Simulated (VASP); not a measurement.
# SiRu6 in VASP: notebook

The runs below take SiRu6 through single point, with PBE.

Everything below comes from runs of VASP 6.6.1. Logs are shortened: lines on timing, memory, paths and dates and some standing lists are left out, and cuts for length are marked.

### Step 1. The cell of the first run

The cell holds a slab with vacuum, 7 atoms: a = 2.720 Å, b = 4.297 Å, c = 20.838 Å, α = 90.00°, β = 90.00°, γ = 90.00°.

### Step 2. Single point, PBE

Contents of INCAR:

```
SYSTEM = SiRu6
PREC = Accurate
ENCUT = 520
EDIFF = 1E-7
ISMEAR = 0
SIGMA = 0.1
LREAL = .False.
LASPH = .True.
NELM = 100
ALGO = Normal
ISIF = 2
LWAVE = .False.
LCHARG = .False.
LDIPOL = .True.
IDIPOL = 3
DIPOL = 0.5 0.5 0.351
GGA = PE
NBANDS = 53
```

Contents of KPOINTS:

```
regular mesh
0
Gamma
  10 6 1
  0 0 0
```

Contents of POSCAR:

```
SiRu6
1.0
    2.7197977462      0.0000000000      0.0000000000
    0.0000000000      4.2966597640      0.0000000000
    0.0000000000      0.0000000000     20.8383397414
Ru Si
6 1
Direct
    0.0000000000      0.7500000000      0.1919538720
    0.5000000000      0.2500000000      0.2296314409
    0.5000000000      0.7500000000      0.3049865786
    0.0000000000      0.2500000000      0.3407382302
    0.0000000000      0.7500000000      0.4168575075
    0.5000000000      0.2500000000      0.4481326179
    1.0000000000      0.7500000000      0.5278200659
```

Potentials or basis: VASP PAW PBE potentials, release 64 (Ru_pv, Si).

Command:

```
cat potpaw_PBE.64/Ru_pv/POTCAR potpaw_PBE.64/Si/POTCAR > POTCAR
mpirun -np 1 vasp_std > vasp.out
```

OUTCAR:

```text
SYSTEM = SiRu6
   PREC = Accurate
   ENCUT = 520
   EDIFF = 1E-7
   ISMEAR = 0
   LREAL = .False.
   LASPH = .True.
   NELM = 100
   ISIF = 2
   GGA = PE

 ion  position               nearest neighbor table
   1  0.000  0.750  0.192-   2 2.66   2 2.66   2 2.66   2 2.66   3 2.72   3 2.72
   2  0.500  0.250  0.230-   3 2.66   3 2.66   1 2.66   1 2.66   1 2.66   1 2.66   4 2.69   4 2.69

   3  0.500  0.750  0.305-   4 2.65   4 2.65   4 2.65   4 2.65   2 2.66   2 2.66   5 2.70   5 2.70
                             1 2.72   1 2.72
   4  0.000  0.250  0.341-   6 2.62   6 2.62   3 2.65   3 2.65   3 2.65   3 2.65   5 2.67   5 2.67
                             2 2.69   2 2.69
   5  0.000  0.750  0.417-   7 2.31   6 2.62   6 2.62   6 2.62   6 2.62   4 2.67   4 2.67   3 2.70
                             3 2.70
   6  0.500  0.250  0.448-   4 2.62   4 2.62   5 2.62   5 2.62   5 2.62   5 2.62   7 3.04   7 3.04
                             7 3.04   7 3.04
   7  0.000  0.750  0.528-   5 2.31   6 3.04   6 3.04   6 3.04   6 3.04

  LATTYP: Found a simple orthorhombic cell.
 ALAT       =     2.7197977462
 B/A-ratio  =     1.5797717937
 C/A-ratio  =     7.6617240273

  Lattice vectors:

 A1 = (   2.7197977462,   0.0000000000,   0.0000000000)
 A2 = (   0.0000000000,   4.2966597640,   0.0000000000)
 A3 = (   0.0000000000,   0.0000000000,  20.8383397414)

Analysis of symmetry for initial positions (statically):
=====================================================================
 Subroutine PRICEL returns:
 Original cell was already a primitive cell.

 Routine SETGRP: Setting up the symmetry group for a
 simple orthorhombic supercell.

 Subroutine GETGRP returns: Found  4 space group operations
 (whereof  2 operations were pure point group operations)
 out of a pool of  8 trial point group operations.

The static configuration has the point symmetry C_1h.
 The point group associated with its full space group is C_2v.

Analysis of symmetry for dynamics (positions and initial velocities):
=====================================================================
 Subroutine PRICEL returns:
 Original cell was already a primitive cell.

 Routine SETGRP: Setting up the symmetry group for a
 simple orthorhombic supercell.

 Subroutine GETGRP returns: Found  4 space group operations
 (whereof  2 operations were pure point group operations)
 out of a pool of  8 trial point group operations.

The dynamic configuration has the point symmetry C_1h.
 The point group associated with its full space group is C_2v.

 Subroutine INISYM returns: Found  4 space group operations
 (whereof  2 operations are pure point group operations),
 and found     1 'primitive' translations

----------------------------------------------------------------------------------------

                                     Primitive cell

  volume of cell :     243.5178

  direct lattice vectors                    reciprocal lattice vectors
     2.719797746  0.000000000  0.000000000     0.367674398  0.000000000  0.000000000
     0.000000000  4.296659764  0.000000000     0.000000000  0.232738931  0.000000000
     0.000000000  0.000000000 20.838339741     0.000000000  0.000000000  0.047988468

  length of vectors
     2.719797746  4.296659764 20.838339741     0.367674398  0.232738931  0.047988468

  position of ions in fractional coordinates (direct lattice)
     0.000000000  0.750000000  0.191953872
     0.500000000  0.250000000  0.229631441
     0.500000000  0.750000000  0.304986579
     0.000000000  0.250000000  0.340738230
     0.000000000  0.750000000  0.416857507
     0.500000000  0.250000000  0.448132618
     0.000000000  0.750000000  0.527820066

  ion indices of the primitive-cell ions
   primitive index   ion index
                 1           1
                 2           2
                 3           3
                 4           4
                 5           5
                 6           6
                 7           7

----------------------------------------------------------------------------------------

 KPOINTS: regular mesh

Automatic generation of k-mesh.
 Grid dimensions read from file:
 generate k-points for:   10    6    1

 Generating k-lattice:

  Cartesian coordinates                     Fractional coordinates (reciprocal lattice)
     0.036767440  0.000000000  0.000000000     0.100000000  0.000000000  0.000000000
     0.000000000  0.038789822  0.000000000     0.000000000  0.166666667  0.000000000
     0.000000000  0.000000000  0.047988468     0.000000000  0.000000000  1.000000000

  Length of vectors
     0.036767440  0.038789822  0.047988468

  Shift w.r.t. Gamma in fractional coordinates (k-lattice)
     0.000000000  0.000000000  0.000000000

 Subroutine IBZKPT returns following result:
 ===========================================

 Found     24 irreducible k-points:

 Following reciprocal coordinates:
            Coordinates               Weight
  0.000000  0.000000  0.000000      1.000000
  0.100000  0.000000  0.000000      2.000000
  0.200000  0.000000  0.000000      2.000000
  0.300000  0.000000  0.000000      2.000000
  0.400000  0.000000  0.000000      2.000000
  0.500000  0.000000  0.000000      1.000000
[... 16 lines left out ...]
  0.400000  0.500000  0.000000      2.000000
  0.500000  0.500000  0.000000      1.000000
   k-points           NKPTS =     24   k-points in BZ     NKDIM =     24   number of bands    NBANDS=     53
   number of dos      NEDOS =    301   number of ions     NIONS =      7
   total plane-waves  NPLWV = 102400
   dimension x,y,z NGX =    20 NGY =   32 NGZ =  160
   dimension x,y,z NGXF=    40 NGYF=   64 NGZF=  320
   ions per type =               6   1
   NGX,Y,Z   is equivalent  to a cutoff of  12.22, 12.38, 12.76 a.u.
   NGXF,Y,Z  is equivalent  to a cutoff of  24.45, 24.76, 25.53 a.u.
 SYSTEM =  SiRu6
   PREC   = accura    normal or accurate (medium, high low for compatibility)
   ISTART =      0    job   : 0-new  1-cont  2-samecut
   ICHARG =      2    charge: 1-file 2-atom 10-const
   ISPIN  =      1    spin polarized calculation?
   LNONCOLLINEAR =      F non collinear calculations
   LSORBIT =      F    spin-orbit coupling
   LASPH  =      T    aspherical Exc in radial PAW
   ENCUT  =  520.0 eV  38.22 Ry    6.18 a.u.   5.06  7.99 38.75*2*pi/ulx,y,z
   NELM   =    100;   NELMIN=  2; NELMDL= -5     # of ELM steps
   EDIFF  = 0.1E-06   stopping-criterion for ELM
   LREAL  =      F    real-space projection
   EDIFFG = 0.1E-05   stopping-criterion for IOM
   NSW    =      0    number of steps for IOM
   IBRION =     -1    ionic relax: 0-MD 1-quasi-New 2-CG
   NFREE  =      0    steps in history (QN), initial steepest desc. (CG)
   ISIF   =      2    stress and relaxation
   ISYM   =      2    0-nonsym 1-usesym 2-fastsym
   POTIM  = 0.5000    time-step for ionic-motion
   TEBEG  =    0.0;   TEEND  =   0.0 temperature during run
   PSTRESS=    0.0 pullay stress
   NELECT =      88.0000    total number of electrons
   NUPDOWN=      -1.0000    fix difference up-down
   EMIN   =  10.00;   EMAX   =-10.00  energy-range for DOS
   EFERMI =   0.00;   METHOD = LEGACY
   ISMEAR =     0;   SIGMA  =   0.10  broadening in eV -4-tet -1-fermi 0-gaus
   EFERMI_NEDOS =   21; number of points for ismear=-14 and -15
   IALGO  =     38    algorithm
   IMIX   =      4    mixing-type and parameters
     AMIX     =   0.40;   BMIX     =  1.00
     AMIX_MAG =   1.60;   BMIX_MAG =  1.00
  volume/ion in A,a.u.               =      34.79       234.76
  Fermi-wavevector in a.u.,A,eV,Ry     =   1.166072  2.203557 18.500178  1.359725
  Thomas-Fermi vector in A             =   2.302590
   LORBIT       =      0    0 simple, 1 ext, 2 COOP (PROOUT), +10 PAW based schemes
   GGA     = PE    functional components
   LHFCALC =     F    Hartree Fock is set to
   AEXX    =    0.0000 exact exchange contribution
   IVDW    =     0    specifies the selected vdW correction
   LEPSILON=     F    determine dielectric tensor
   LRPA    =     F    only Hartree local field effects (RPA)
 non-spin polarized calculation
 Gauss-broadening in eV      SIGMA  =   0.10
  energy-cutoff  :      520.00
  volume of cell :      243.52
 maximum number of plane-waves:      6614
   NGX = 11   NGY = 15   NGZ = 77

 dipolmoment           0.000000      0.000000     -0.007609 electrons x Angstroem

 number of electron      88.0000041 magnetization

 dipolmoment           0.000000      0.000000      0.014583 electrons x Angstroem

 Free energy of the ion-electron system (eV)
  ---------------------------------------------------
  ext. energy  EPLUGINS =         0.00000000
  ---------------------------------------------------
  free energy    TOTEN  =       -57.07932657 eV

  energy without entropy =      -57.03299465  energy(sigma->0) =      -57.05616061

 E-fermi :   2.0080     XC(G=0):  -6.4218

 val. band max:        1.9795474681   @ k =   0.4000   0.1667   0.0000
 cond. band min:       2.0119374819   @ k =   0.2000   0.5000   0.0000
 fundamental gap:      0.0323900138
 Fermi energy:         2.0080086322

 k-point     1 :       0.0000    0.0000    0.0000
  band No.  band energies     occupation
      1     -41.6032      2.00000
      2     -41.3585      2.00000
      3     -41.2709      2.00000
      4     -41.2072      2.00000
      5     -41.1205      2.00000
      6     -40.9884      2.00000
[... 45 lines left out ...]
     52       3.8604      0.00000
     53       4.0032      0.00000

 k-point     2 :       0.1000    0.0000    0.0000
  band No.  band energies     occupation
      1     -41.5793      2.00000
      2     -41.3460      2.00000
      3     -41.2503      2.00000
      4     -41.2011      2.00000
      5     -41.1003      2.00000
      6     -41.0398      2.00000
[... 45 lines left out ...]
     52       3.7455      0.00000
     53       4.1678      0.00000
[... 1174 lines left out ...]
     52       4.6245      0.00000
     53       4.8743      0.00000

 k-point    24 :       0.5000    0.5000    0.0000
  band No.  band energies     occupation
      1     -41.6047      2.00000
      2     -41.5286      2.00000
      3     -41.4303      2.00000
      4     -41.3421      2.00000
      5     -41.2161      2.00000
      6     -41.1994      2.00000
[... 45 lines left out ...]
     52       5.3638      0.00000
     53       5.6965      0.00000

------------------------ aborting loop because EDIFF is reached ----------------------------------------

 vacuum level on the upper side and lower side of the slab       (xc-potential included)         0.049        -0.157

  FORCE on cell =-STRESS in cart. coord.  units (eV):
  Direction    XX          YY          ZZ          XY          YZ          ZX
  --------------------------------------------------------------------------------------
  -------------------------------------------------------------------------------------
  Total       -4.0975839     -4.0491357      1.0212329      0.0000000      0.0000000      0.0000000
  in kB      -26.9592465    -26.6404912      6.7190005      0.0000000      0.0000000      0.0000000
  external PRESSURE =     -15.6269124 kB  Pullay stress =       0.0000000 kB

 VOLUME and BASIS-vectors are now :
 -----------------------------------------------------------------------------
  energy-cutoff  :      520.00
  volume of cell :      243.52
      direct lattice vectors                 reciprocal lattice vectors
     2.719797746  0.000000000  0.000000000     0.367674398  0.000000000  0.000000000
     0.000000000  4.296659764  0.000000000     0.000000000  0.232738931  0.000000000
     0.000000000  0.000000000 20.838339741     0.000000000  0.000000000  0.047988468

 POSITION                                       TOTAL-FORCE (eV/Angst)
 -----------------------------------------------------------------------------------
      0.00000      3.22249      4.00000         0.000000      0.000000      0.891693
      1.35990      1.07416      4.78514         0.000000      0.000000     -0.509613
      1.35990      3.22249      6.35541         0.000000      0.000000     -0.677269
      0.00000      1.07416      7.10042         0.000000      0.000000     -0.159396
      0.00000      3.22249      8.68662         0.000000      0.000000     -1.701832
      1.35990      1.07416      9.33834         0.000000      0.000000      2.124791
      0.00000      3.22249     10.99889         0.000000      0.000000      0.031626
 -----------------------------------------------------------------------------------
    total drift:                                0.000000      0.000000      0.000278

  FREE ENERGIE OF THE ION-ELECTRON SYSTEM (eV)
  ---------------------------------------------------
  free  energy   TOTEN  =       -57.0793265692 eV

  energy  without entropy=      -57.0329946512  energy(sigma->0) =      -57.05616061

 vacuum level on the upper side and lower side of the slab         6.860         6.636
```

It took 5.2 min on 1 thread of Intel Xeon 6975P-C (Granite Rapids), shared host; peak memory 0.44 GiB.

What came out:

```
Free energy            : -57.0793 eV
Largest force          : 2.125 eV/Å
Band gap on the k mesh : zero (band 44 reaches 2.52 eV, above the bottom of band 45 at 1.46 eV)
```

Forces in eV/Å, atoms in the order of the input:
```
Ru   0.000  0.000  0.892
Ru   0.000  0.000 -0.510
Ru   0.000  0.000 -0.677
Ru   0.000  0.000 -0.159
Ru   0.000  0.000 -1.702
Ru   0.000  0.000  2.125
Si   0.000  0.000  0.032
```

Levels at points of the mesh, in eV from the Fermi level:
| k point | band 41 | band 42 | band 43 | band 44 | band 45 | band 46 | band 47 | band 48 |
| --- | --- | --- | --- | --- | --- | --- | --- | --- |
| (0.00, 0.00, 0.00) | -1.44 | -1.24 | -1.01 | -0.85 | -0.55 | -0.07 | 0.10 | 0.98 |
| (0.50, 0.00, 0.00) | -0.46 | -0.09 | 0.09 | 0.13 | 0.76 | 1.28 | 1.37 | 1.38 |
| (0.00, 0.50, 0.00) | -1.05 | -0.86 | -0.75 | -0.17 | 0.26 | 0.28 | 0.45 | 0.61 |
| (0.50, 0.50, 0.00) | -0.23 | 0.23 | 0.33 | 0.43 | 0.70 | 1.12 | 1.21 | 1.36 |

### Step 3. Single point, PBE

Contents of INCAR:

```
SYSTEM = SiRu6
  PREC = Accurate
  ENCUT = 520
  EDIFF = 1E-6
  ISMEAR = 0
  SIGMA = 0.1
  LREAL = .False.
  LASPH = .True.
  NELM = 80
  ALGO = Normal
  ISIF = 2
  LWAVE = .False.
  LCHARG = .False.
  LDIPOL = .True.
  IDIPOL = 3
  DIPOL = 0.5 0.5 0.356
  GGA = PE
  NBANDS = 53
```

KPOINTS is that of step 2.

POSCAR, as its differences from that of step 2:

```diff
@@ -14,2 +14,2 @@
     0.5000000000      0.2500000000      0.4481326179
-    1.0000000000      0.7500000000      0.5278200659
+    0.5000000000      0.2500000000      0.5567238145
```

Potentials or basis: VASP PAW PBE potentials, release 64 (Ru_pv, Si).

Command:

```
cat potpaw_PBE.64/Ru_pv/POTCAR potpaw_PBE.64/Si/POTCAR > POTCAR
mpirun -np 1 vasp_std > vasp.out
```

Wall time 9.3 min (1 thread of Intel Xeon Platinum 8375C at 2.90GHz (Ice Lake), shared host); peak memory 0.44 GiB.

Results (log left out):

```yaml
Free_energy: -56.2972 eV
Largest_force: 0.915 eV/Å
Band_gap_on_the_k_mesh: zero (band 44 reaches 2.55 eV, above the bottom of band 45 at 1.50 eV)
```

Forces on the atoms (eV/Å):
```
Ru   0.000  0.000  0.810
Ru   0.000  0.000 -0.428
Ru   0.000  0.000  0.092
Ru   0.000  0.000 -0.915
Ru   0.000  0.000 -0.246
Ru   0.000  0.000  0.683
Si   0.000  0.000  0.004
```

Levels at points of the mesh, in eV from the Fermi level:
```tsv
k point	band 40	band 41	band 42	band 43	band 44	band 45	band 46	band 47	band 48	band 49
(0.00, 0.00, 0.00)	-1.44	-1.43	-1.31	-1.17	-0.58	-0.53	-0.48	-0.04	0.83	1.10
(0.50, 0.00, 0.00)	-0.59	-0.41	-0.13	0.14	0.19	0.48	0.95	1.37	1.44	1.74
(0.00, 0.50, 0.00)	-1.30	-1.00	-0.87	-0.75	-0.14	0.24	0.35	0.45	0.46	0.63
(0.50, 0.50, 0.00)	-0.97	-0.12	0.26	0.29	0.46	1.00	1.07	1.13	1.38	1.70
```
